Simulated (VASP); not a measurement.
Input of a VASP 6.6.1 run:

Contents of INCAR:

```
  ALGO = Normal
  EDIFF = 1E-6
  ENCUT = 500
  GGA = PE
  GGA_COMPAT = False
  ISIF = 2
  ISMEAR = 0
  LASPH = True
  LCHARG = False
  LREAL = False
  LWAVE = False
  NBANDS = 39
  NELM = 120
  PREC = Accurate
  SIGMA = 0.1
```

Contents of KPOINTS:

```
k-points
0
Gamma
  4 4 4
```

POSCAR

```
ZrSnHg3
1.0
    5.3441044699      0.0000000000      0.0000000000
    0.0000000000      5.3441044699      0.0000000000
    0.0000000000      0.0000000000      5.3441044699
Zr Sn Hg
1 1 3
Direct
    0.0000000000      0.0000000000      0.0000000000
    0.5000000000      0.5000000000      0.5000000000
    0.5000000000      0.0000000000      0.5000000000
    0.0000000000      0.5000000000      0.5000000000
    0.5000000000      0.5000000000      0.0000000000
```

Potentials or basis: VASP PAW PBE potentials, release 64 (Zr_sv, Sn_d, Hg).

Launch:

```sh
$ cat potpaw_PBE.64/Zr_sv/POTCAR potpaw_PBE.64/Sn_d/POTCAR potpaw_PBE.64/Hg/POTCAR > POTCAR
$ mpirun -np 1 vasp_std > vasp.out
```

(1) Estimate the pressure.

(2) Estimate the band gap on the k mesh.

Results:

(1) 0.4 GPa.

(2) zero (bands 31 and 32 overlap by 0.41 eV).

Caveat: spin-orbit coupling is left out, which moves the levels of the heavy elements.
